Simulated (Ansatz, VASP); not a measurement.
# Cu in VASP and in Ansatz

```
Cu
1.0
    -1.37967    1.37967    1.37608
     1.37967   -1.37967    1.37608
     1.50592    1.50592   -1.37608
Cu
1
Direct
  0.00000 0.00000 0.00000
```

Change from the starting cell: strain +0.0875 x Voigt [0, 0, 0, 0, 0, 1], atoms carried along.

Alike in both runs: task single point; functional r2SCAN; k mesh 24 × 24 × 24; occupations gaussian, width 0.15 eV; no spin polarisation.

```csv
,VASP,Ansatz
version,VASP 6.6.1,Ansatz 0.2.0
potentials or method,"VASP PAW PBE potentials, release 64 (Cu), cutoff 520 eV","scalar-relativistic, plane waves, PAW"
valence electrons in the cell,11,19
```

```tsv
	VASP	Ansatz	Ansatz less VASP
gap on the k mesh at the Fermi level (eV)	none	none	-
pressure (GPa)	2.6	1.9	-0.65
traceless stress, the component that is largest in VASP (GPa)	-10.19	-10.26	-0.066
```

VASP's potentials were made for PBE, not for r2SCAN. A gap of «none» marks a metal or a gap that the smearing closes. VASP's potentials hold 11 valence electrons a cell and Ansatz's 19, so a difference there can come from the potentials and not from the codes.
